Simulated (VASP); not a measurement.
PbO, 4 atoms in the cell. The structure is tetragonal, space group P4/nmm (No. 129). The conventional cell has a = 4.029 Å, b = 4.029 Å, c = 4.887 Å, α = 90.00°, β = 90.00°, γ = 90.00°. Within 3.1 Å of Pb (site symmetry 4mm) lie 4 O at 2.32 Å. Within 3.1 Å of O (site symmetry -4m2) lie 4 Pb at 2.32 Å and 4 O at 2.85 Å.  This cell differs from its parent crystal: ratio of the length along z to the lengths across it x 0.96, volume and fractional coordinates fixed.

```yaml
Program: VASP 6.6.1
Task: single point
Functional: PBE
Dispersion: D3(BJ)
Potentials_or_basis: VASP PAW PBE potentials, release 64 (Pb_d, O)
Cutoff: 520 eV
k_mesh: 8 × 8 × 6
Occupations: gaussian, width 0.05 eV
Spin: no spin polarisation
Dipole_correction: no
Further_INCAR_settings: ALGO = Normal; EDIFF = 1e-06; NBANDS = 28
```

Potentials or basis: VASP PAW PBE potentials, release 64 (Pb_d, O).

Run with:

```console
$ cat potpaw_PBE.64/Pb_d/POTCAR potpaw_PBE.64/O/POTCAR > POTCAR
$ mpirun -np 1 vasp_std > vasp.out
```

Hardware: 1 thread of Intel Xeon 8259CL (shared host).

**Question.** How long does it take, and how much memory?

**Answer.** It took 2.5 min on 1 thread of Intel Xeon 8259CL (shared host), peak memory 0.26 GiB. Counts: scf iterations 15, k points 60.
